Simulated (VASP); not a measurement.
# CoO (P6_3mc) in VASP: notebook

The runs below take CoO through single point, with PBE.

All numbers are computed with VASP 6.6.1; they aren't measurements. Logs are shortened: lines on timing, memory, paths and dates and some standing lists are left out, and cuts for length are marked.

## 1. The cell of the first run

It takes space group P6_3mc (No. 186, hexagonal). The conventional cell has a = 3.155 Å, b = 3.155 Å, c = 5.341 Å, α = 90.00°, β = 90.00°, γ = 120.00°. Co (site symmetry 3m) has 4 O at 1.91 to 1.97 Å within 2.5 Å. O (site symmetry 3m) has 4 Co at 1.91 to 1.97 Å within 2.5 Å.

## 2. Single point, PBE, collinear spin, antiferromagnetic start (uniaxial strain along c: +1.0 %, then relaxed in part)

Input file INCAR:

```
SYSTEM = CoO
PREC = Accurate
ENCUT = 520
EDIFF = 1E-6
ISMEAR = 0
SIGMA = 0.01
LREAL = .False.
LASPH = .True.
NELM = 150
ALGO = Normal
ISIF = 2
LWAVE = .False.
LCHARG = .False.
ISPIN = 2
MAGMOM = -2.32 2.32 0.17 -0.17
LORBIT = 11
LMAXMIX = 4
GGA = PE
NBANDS = 27
```

Input file KPOINTS:

```
Automatic mesh
0
Gamma
  12 12 8
  0 0 0
```

Input file POSCAR:

```
CoO
1.0
    3.1553013796      0.0000000000      0.0000000000
   -1.5776506898      2.7325711513      0.0000000000
    0.0000000000      0.0000000000      5.3413870621
Co O
2 2
Direct
   -0.0000000007      0.0000000007      0.0082965844
    0.3333333319      0.6666666681      0.5082968113
    0.0000000089     -0.0000000089      0.3667040277
    0.3333333266      0.6666666734      0.8667035766
```

Potentials or basis: VASP PAW PBE potentials, release 64 (Co, O).

Command:

```console
$ cat potpaw_PBE.64/Co/POTCAR potpaw_PBE.64/O/POTCAR > POTCAR
$ mpirun -np 1 vasp_std > vasp.out
```

OUTCAR:

```text
SYSTEM = CoO
   PREC = Accurate
   ENCUT = 520
   EDIFF = 1E-6
   ISMEAR = 0
   LREAL = .False.
   LASPH = .True.
   NELM = 150
   ISIF = 2
   ISPIN = 2
   LORBIT = 11
   GGA = PE

 ion  position               nearest neighbor table
   1  1.000  0.000  0.008-   3 1.91   4 1.97   4 1.97   4 1.97
   2  0.333  0.667  0.508-   4 1.91   3 1.97   3 1.97   3 1.97
   3  0.000  1.000  0.367-   1 1.91   2 1.97   2 1.97   2 1.97
   4  0.333  0.667  0.867-   2 1.91   1 1.97   1 1.97   1 1.97

  LATTYP: Found a hexagonal cell.
 ALAT       =     3.1553013796
 C/A-ratio  =     1.6928294383

  Lattice vectors:

 A1 = (   3.1553013796,   0.0000000000,   0.0000000000)
 A2 = (  -1.5776506898,   2.7325711513,   0.0000000000)
 A3 = (   0.0000000000,   0.0000000000,   5.3413870621)

Analysis of symmetry for initial positions (statically):
=====================================================================
 Subroutine PRICEL returns:
 Original cell was already a primitive cell.

 Routine SETGRP: Setting up the symmetry group for a
 hexagonal supercell.

 Subroutine GETGRP returns: Found 12 space group operations
 (whereof  6 operations were pure point group operations)
 out of a pool of 24 trial point group operations.

The static configuration has the point symmetry C_3v.
 The point group associated with its full space group is C_6v.

Analysis of symmetry for dynamics (positions and initial velocities):
=====================================================================
 Subroutine PRICEL returns:
 Original cell was already a primitive cell.

 Routine SETGRP: Setting up the symmetry group for a
 hexagonal supercell.

 Subroutine GETGRP returns: Found 12 space group operations
 (whereof  6 operations were pure point group operations)
 out of a pool of 24 trial point group operations.

The dynamic configuration has the point symmetry C_3v.
 The point group associated with its full space group is C_6v.

Analysis of structural, dynamic, and magnetic symmetry:
=====================================================================
 Subroutine PRICEL returns:
 Original cell was already a primitive cell.

 Routine SETGRP: Setting up the symmetry group for a
 hexagonal supercell.

 Subroutine GETGRP returns: Found 12 space group operations
 (whereof  6 operations were pure point group operations)
 out of a pool of 24 trial point group operations.

The overall configuration has the point symmetry C_3v.
 The point group associated with its full space group is C_6v.

 Subroutine INISYM returns: Found 12 space group operations
 (whereof  6 operations are pure point group operations),
 and found     1 'primitive' translations

----------------------------------------------------------------------------------------

                                     Primitive cell

  volume of cell :      46.0539

  direct lattice vectors                    reciprocal lattice vectors
     3.155301380  0.000000000  0.000000000     0.316926937  0.182977852  0.000000000
    -1.577650690  2.732571151  0.000000000     0.000000000  0.365955704  0.000000000
     0.000000000  0.000000000  5.341387062     0.000000000  0.000000000  0.187217288

  length of vectors
     3.155301380  3.155301380  5.341387062     0.365955704  0.365955704  0.187217288

  position of ions in fractional coordinates (direct lattice)
     0.999999999  0.000000001  0.008296584
     0.333333332  0.666666668  0.508296811
     0.000000009  0.999999991  0.366704028
     0.333333327  0.666666673  0.866703577

  ion indices of the primitive-cell ions
   primitive index   ion index
                 1           1
                 2           2
                 3           3
                 4           4

----------------------------------------------------------------------------------------

 KPOINTS: Automatic mesh

Automatic generation of k-mesh.
 Grid dimensions read from file:
 generate k-points for:   12   12    8

 Generating k-lattice:

  Cartesian coordinates                     Fractional coordinates (reciprocal lattice)
     0.026410578  0.015248154  0.000000000     0.083333333  0.000000000  0.000000000
     0.000000000  0.030496309  0.000000000     0.000000000  0.083333333  0.000000000
     0.000000000  0.000000000  0.023402161     0.000000000  0.000000000  0.125000000

  Length of vectors
     0.030496309  0.030496309  0.023402161

  Shift w.r.t. Gamma in fractional coordinates (k-lattice)
     0.000000000  0.000000000  0.000000000

 Subroutine IBZKPT returns following result:
 ===========================================

 Found     95 irreducible k-points:

 Following reciprocal coordinates:
            Coordinates               Weight
  0.000000  0.000000  0.000000      1.000000
  0.083333  0.000000  0.000000      6.000000
  0.166667  0.000000  0.000000      6.000000
  0.250000  0.000000  0.000000      6.000000
  0.333333 -0.000000  0.000000      6.000000
  0.416667  0.000000  0.000000      6.000000
[... 16 lines left out ...]
  0.250000  0.000000  0.125000     12.000000
  0.333333 -0.000000  0.125000     12.000000
 [... further k-points ...]
   k-points           NKPTS =     95   k-points in BZ     NKDIM =     95   number of bands    NBANDS=     27
   number of dos      NEDOS =    301   number of ions     NIONS =      4
   total plane-waves  NPLWV =  23040
   dimension x,y,z NGX =    24 NGY =   24 NGZ =   40
   dimension x,y,z NGXF=    48 NGYF=   48 NGZF=   80
   ions per type =               2   2
   NGX,Y,Z   is equivalent  to a cutoff of  12.65, 12.65, 12.45 a.u.
   NGXF,Y,Z  is equivalent  to a cutoff of  25.29, 25.29, 24.90 a.u.
 SYSTEM =  CoO
   PREC   = accura    normal or accurate (medium, high low for compatibility)
   ISTART =      0    job   : 0-new  1-cont  2-samecut
   ICHARG =      2    charge: 1-file 2-atom 10-const
   ISPIN  =      2    spin polarized calculation?
   LNONCOLLINEAR =      F non collinear calculations
   LSORBIT =      F    spin-orbit coupling
   LASPH  =      T    aspherical Exc in radial PAW
   ENCUT  =  520.0 eV  38.22 Ry    6.18 a.u.   5.87  5.87  9.93*2*pi/ulx,y,z
   NELM   =    150;   NELMIN=  2; NELMDL= -5     # of ELM steps
   EDIFF  = 0.1E-05   stopping-criterion for ELM
   LREAL  =      F    real-space projection
   EDIFFG = 0.1E-04   stopping-criterion for IOM
   NSW    =      0    number of steps for IOM
   IBRION =     -1    ionic relax: 0-MD 1-quasi-New 2-CG
   NFREE  =      0    steps in history (QN), initial steepest desc. (CG)
   ISIF   =      2    stress and relaxation
   ISYM   =      2    0-nonsym 1-usesym 2-fastsym
   POTIM  = 0.5000    time-step for ionic-motion
   TEBEG  =    0.0;   TEEND  =   0.0 temperature during run
   PSTRESS=    0.0 pullay stress
   NELECT =      30.0000    total number of electrons
   NUPDOWN=      -1.0000    fix difference up-down
   EMIN   =  10.00;   EMAX   =-10.00  energy-range for DOS
   EFERMI =   0.00;   METHOD = LEGACY
   ISMEAR =     0;   SIGMA  =   0.01  broadening in eV -4-tet -1-fermi 0-gaus
   EFERMI_NEDOS =   21; number of points for ismear=-14 and -15
   IALGO  =     38    algorithm
   IMIX   =      4    mixing-type and parameters
     AMIX     =   0.40;   BMIX     =  1.00
     AMIX_MAG =   1.60;   BMIX_MAG =  1.00
  volume/ion in A,a.u.               =      11.51        77.70
  Fermi-wavevector in a.u.,A,eV,Ry     =   1.419144  2.681793 27.401720  2.013970
  Thomas-Fermi vector in A             =   2.540195
   LORBIT       =     11    0 simple, 1 ext, 2 COOP (PROOUT), +10 PAW based schemes
   GGA     = PE    functional components
   LHFCALC =     F    Hartree Fock is set to
   AEXX    =    0.0000 exact exchange contribution
   IVDW    =     0    specifies the selected vdW correction
   LEPSILON=     F    determine dielectric tensor
   LRPA    =     F    only Hartree local field effects (RPA)
 spin polarized calculation
 Gauss-broadening in eV      SIGMA  =   0.01
  energy-cutoff  :      520.00
  volume of cell :       46.05
 maximum number of plane-waves:      1264
 NGX is ok and might be reduce to    24
   NGX = 11   NGY = 11   NGZ = 19

 number of electron      30.0000004 magnetization      -0.0000000

 Free energy of the ion-electron system (eV)
  ---------------------------------------------------
  ext. energy  EPLUGINS =         0.00000000
  ---------------------------------------------------
  free energy    TOTEN  =       -26.78545405 eV

  energy without entropy =      -26.78545405  energy(sigma->0) =      -26.78545405

 E-fermi :   6.1686     XC(G=0): -11.1430

 val. band max:        6.1094850979   @ k =   0.0000   0.0000   0.5000
 cond. band min:       6.2566447084   @ k =   0.5000   0.0000   0.0000
 fundamental gap:      0.1471596104
 Fermi energy:         6.1685910134

 spin component 1

 k-point     1 :       0.0000    0.0000    0.0000
  band No.  band energies     occupation
      1     -13.7649      1.00000
      2     -13.0897      1.00000
      3      -0.8884      1.00000
      4       0.1723      1.00000
      5       0.3746      1.00000
      6       0.3746      1.00000
[... 19 lines left out ...]
     26      21.5176      0.00000
     27      22.7896      0.00000
[... 667 lines left out ...]
      5       0.4140      1.00000
      6       0.5442      1.00000
[... 19 lines left out ...]
     26      20.7049      0.00000
     27      21.8977      0.00000

 [... further k-points ...]

 spin component 2

 k-point     1 :       0.0000    0.0000    0.0000
  band No.  band energies     occupation
      1     -13.7649      1.00000
      2     -13.0897      1.00000
      3      -0.8884      1.00000
      4       0.1724      1.00000
      5       0.3747      1.00000
      6       0.3747      1.00000
[... 19 lines left out ...]
     26      21.5176      0.00000
     27      22.7896      0.00000
[... 667 lines left out ...]
      5       0.2965      1.00000
      6       0.5633      1.00000
[... 19 lines left out ...]
     26      20.7208      0.00000
     27      21.9036      0.00000

 [... further k-points ...]

------------------------ aborting loop because EDIFF is reached ----------------------------------------

  FORCE on cell =-STRESS in cart. coord.  units (eV):
  Direction    XX          YY          ZZ          XY          YZ          ZX
  --------------------------------------------------------------------------------------
  -------------------------------------------------------------------------------------
  Total       -0.0234100     -0.0234100     -0.6219309     -0.0000000      0.0000000      0.0000000
  in kB       -0.8144163     -0.8144163    -21.6364661     -0.0000000      0.0000000      0.0000000
  external PRESSURE =      -7.7550996 kB  Pullay stress =       0.0000000 kB

 VOLUME and BASIS-vectors are now :
 -----------------------------------------------------------------------------
  energy-cutoff  :      520.00
  volume of cell :       46.05
      direct lattice vectors                 reciprocal lattice vectors
     3.155301380  0.000000000  0.000000000     0.316926937  0.182977852  0.000000000
    -1.577650690  2.732571151  0.000000000     0.000000000  0.365955704  0.000000000
     0.000000000  0.000000000  5.341387062     0.000000000  0.000000000  0.187217288

 POSITION                                       TOTAL-FORCE (eV/Angst)
 -----------------------------------------------------------------------------------
      3.15530      0.00000      0.04432        -0.000000      0.000000     -0.005719
     -0.00000      1.82171      2.71501         0.000000      0.000000     -0.005719
     -1.57765      2.73257      1.95871        -0.000000     -0.000000      0.005719
     -0.00000      1.82171      4.62940        -0.000000      0.000000      0.005719
 -----------------------------------------------------------------------------------
    total drift:                               -0.000016      0.000010      0.000182

  FREE ENERGIE OF THE ION-ELECTRON SYSTEM (eV)
  ---------------------------------------------------
  free  energy   TOTEN  =       -26.7854540518 eV

  energy  without entropy=      -26.7854540518  energy(sigma->0) =      -26.78545405

 total charge

# of ion       s       p       d       tot
------------------------------------------
    1        0.345   0.431   7.219   7.996
    2        0.345   0.431   7.219   7.996
    3        1.552   3.438   0.000   4.990
    4        1.552   3.438   0.000   4.990
--------------------------------------------------
tot          3.796   7.739  14.438  25.972

 magnetization (x)

# of ion       s       p       d       tot
------------------------------------------
    1       -0.007  -0.041  -2.231  -2.279
    2        0.007   0.041   2.231   2.279
    3        0.011   0.148   0.000   0.159
    4       -0.011  -0.148   0.000  -0.159
--------------------------------------------------
tot          0.000   0.000   0.000   0.000
```

Wall time 5 min (1 thread of Oxide Virtual Turin-like, shared host); peak memory 0.26 GiB.

Results:

```
Free energy                                           : -26.7855 eV
Pressure                                              : -0.8 GPa
Largest force                                         : 0.006 eV/Å
Band gap on the k mesh                                : 0.15 eV (least direct gap 0.23 eV)
Net moment                                            : 0.00 μB per cell
Site moments                                          : Co -2.28, +2.28; O +0.16, -0.16 μB
Valence electrons inside the program's atomic spheres : Co 8.00; O 4.99
```

Forces in eV/Å, atoms in the order of the input:
```
Co   0.000  0.000 -0.006
Co   0.000  0.000 -0.006
O    0.000  0.000  0.006
O    0.000  0.000  0.006
```

Stress tensor (GPa, compression positive):
```
-0.08  0.00  0.00
 0.00 -0.08  0.00
 0.00  0.00 -2.16
```

Levels at points of the mesh, in eV from the valence-band top:
Spin up:
| k point | band 11 | band 12 | band 13 | band 14 | band 15 | band 16 | band 17 | band 18 | band 19 | band 20 |
| --- | --- | --- | --- | --- | --- | --- | --- | --- | --- | --- |
| (0.00, 0.00, 0.00) | -1.77 | -1.01 | -1.01 | -0.06 | -0.06 | 0.27 | 1.77 | 2.12 | 2.12 | 5.77 |
| (0.50, 0.00, 0.00) | -1.84 | -1.77 | -1.34 | -0.23 | -0.09 | 0.15 | 0.85 | 1.49 | 5.90 | 6.28 |
| (0.00, 0.00, 0.50) | -1.41 | -0.97 | -0.97 | 0.00 | 0.00 | 0.89 | 1.98 | 1.98 | 2.69 | 3.20 |
| (0.50, 0.00, 0.50) | -1.81 | -1.59 | -1.17 | -0.41 | -0.20 | 0.31 | 0.97 | 1.36 | 5.51 | 5.97 |
Spin down:
| k point | band 13 | band 14 | band 15 | band 16 | band 17 | band 18 |
| --- | --- | --- | --- | --- | --- | --- |
| (0.00, 0.00, 0.00) | -1.01 | -0.06 | -0.06 | 0.27 | 1.77 | 2.12 |
| (0.50, 0.00, 0.00) | -1.34 | -0.23 | -0.09 | 0.15 | 0.85 | 1.49 |
| (0.00, 0.00, 0.50) | -0.97 | 0.00 | 0.00 | 0.89 | 1.98 | 1.98 |
| (0.50, 0.00, 0.50) | -1.17 | -0.41 | -0.20 | 0.31 | 0.97 | 1.36 |

Caveat: the cell differs from its parent crystal (uniaxial strain along c: +1.0 %, then relaxed in part).

## 3. Single point, PBE, collinear spin, antiferromagnetic start

Input file INCAR:

```
SYSTEM = CoO
PREC = Accurate ; ENCUT = 520
EDIFF = 1E-6 ; ISMEAR = 0
SIGMA = 0.01 ; LREAL = .False.
LASPH = .True. ; NELM = 150
ALGO = Normal ; ISIF = 2
LWAVE = .False. ; LCHARG = .False.
ISPIN = 2 ; MAGMOM = -2.33 2.33 0.18 -0.18
LORBIT = 11 ; LMAXMIX = 4
GGA = PE ; NBANDS = 27
```

Input file KPOINTS:

```
regular mesh
0
Gamma
  12 12 8
  0 0 0
```

POSCAR is that of step 2.

Potentials or basis: VASP PAW PBE potentials, release 64 (Co, O).

Command:

```console
$ cat potpaw_PBE.64/Co/POTCAR potpaw_PBE.64/O/POTCAR > POTCAR
$ mpirun -np 1 vasp_std > vasp.out
```

OUTCAR:

```text
SYSTEM = CoO
   PREC = Accurate
   ENCUT = 520
   EDIFF = 1E-6
   ISMEAR = 0
   LREAL = .False.
   LASPH = .True.
   NELM = 150
   ISIF = 2
   ISPIN = 2
   LORBIT = 11
   GGA = PE

 ion  position               nearest neighbor table
   1  1.000  0.000  0.008-   3 1.91   4 1.97   4 1.97   4 1.97
   2  0.333  0.667  0.508-   4 1.91   3 1.97   3 1.97   3 1.97
   3  0.000  1.000  0.367-   1 1.91   2 1.97   2 1.97   2 1.97
   4  0.333  0.667  0.867-   2 1.91   1 1.97   1 1.97   1 1.97

  LATTYP: Found a hexagonal cell.
 ALAT       =     3.1553013796
 C/A-ratio  =     1.6928294383

  Lattice vectors:

 A1 = (   3.1553013796,   0.0000000000,   0.0000000000)
 A2 = (  -1.5776506898,   2.7325711513,   0.0000000000)
[... 1669 lines left out ...]
    -1.577650690  2.732571151  0.000000000     0.000000000  0.365955704  0.000000000
     0.000000000  0.000000000  5.341387062     0.000000000  0.000000000  0.187217288

 POSITION                                       TOTAL-FORCE (eV/Angst)
 -----------------------------------------------------------------------------------
      3.15530      0.00000      0.04432         0.000000      0.000000     -0.005721
     -0.00000      1.82171      2.71501        -0.000000     -0.000000     -0.005721
     -1.57765      2.73257      1.95871        -0.000000     -0.000000      0.005721
     -0.00000      1.82171      4.62940         0.000000      0.000000      0.005721
 -----------------------------------------------------------------------------------
    total drift:                               -0.000016      0.000010      0.000178

  FREE ENERGIE OF THE ION-ELECTRON SYSTEM (eV)
  ---------------------------------------------------
  free  energy   TOTEN  =       -26.7854540581 eV

  energy  without entropy=      -26.7854540581  energy(sigma->0) =      -26.78545406

 total charge

# of ion       s       p       d       tot
------------------------------------------
    1        0.345   0.431   7.219   7.996
    2        0.345   0.431   7.219   7.996
    3        1.552   3.438   0.000   4.990
    4        1.552   3.438   0.000   4.990
--------------------------------------------------
tot          3.796   7.739  14.438  25.972

 magnetization (x)

# of ion       s       p       d       tot
------------------------------------------
    1       -0.007  -0.041  -2.231  -2.279
    2        0.007   0.041   2.231   2.279
    3        0.011   0.148   0.000   0.159
    4       -0.011  -0.148   0.000  -0.159
--------------------------------------------------
tot          0.000   0.000   0.000   0.000
```

stdout:

```text
POSCAR found type information on POSCAR CoO
 POSCAR found :  2 types and       4 ions
 scaLAPACK will be used
 LDA part: xc-table for (Slater+PW92), standard interpolation
 POSCAR, INCAR and KPOINTS ok, starting setup
 FFT: planning ... GRIDC
 FFT: planning ... GRID_SOFT
 FFT: planning ... GRID
 WAVECAR not read
 entering main loop
```

It took 5.6 min on 1 thread of Oxide Virtual Turin-like, shared host; peak memory 0.26 GiB.

What came out:

```yaml
Free_energy: -26.7855 eV
Pressure: -0.8 GPa
Largest_force: 0.006 eV/Å
Band_gap_on_the_k_mesh: 0.15 eV (least direct gap 0.23 eV)
Net_moment: 0.00 μB per cell
Site_moments: Co -2.28, +2.28; O +0.16, -0.16 μB
Valence_electrons_inside_the_program's_atomic_spheres: Co 8.00; O 4.99
```

Forces on the atoms (eV/Å):
```
Co   0.000  0.000 -0.006
Co   0.000  0.000 -0.006
O    0.000  0.000  0.006
O    0.000  0.000  0.006
```

Levels at points of the mesh, in eV from the valence-band top:
Spin up:
| k point | band 12 | band 13 | band 14 | band 15 | band 16 | band 17 | band 18 | band 19 |
| --- | --- | --- | --- | --- | --- | --- | --- | --- |
| (0.00, 0.00, 0.00) | -1.01 | -1.01 | -0.06 | -0.06 | 0.27 | 1.77 | 2.12 | 2.12 |
| (0.50, 0.00, 0.00) | -1.77 | -1.34 | -0.23 | -0.09 | 0.15 | 0.85 | 1.49 | 5.90 |
| (0.00, 0.00, 0.50) | -0.97 | -0.97 | 0.00 | 0.00 | 0.89 | 1.98 | 1.98 | 2.69 |
| (0.50, 0.00, 0.50) | -1.59 | -1.17 | -0.41 | -0.20 | 0.31 | 0.97 | 1.36 | 5.51 |
Spin down:
```tsv
k point	band 11	band 12	band 13	band 14	band 15	band 16	band 17	band 18	band 19	band 20
(0.00, 0.00, 0.00)	-1.77	-1.01	-1.01	-0.06	-0.06	0.27	1.77	2.12	2.12	5.77
(0.50, 0.00, 0.00)	-1.84	-1.77	-1.34	-0.23	-0.09	0.15	0.85	1.49	5.90	6.28
(0.00, 0.00, 0.50)	-1.41	-0.97	-0.97	0.00	0.00	0.89	1.98	1.98	2.69	3.20
(0.50, 0.00, 0.50)	-1.81	-1.59	-1.17	-0.41	-0.20	0.31	0.97	1.36	5.51	5.97
```

A k mesh can miss the band edges.

(Part 1 of 2 ends here.)
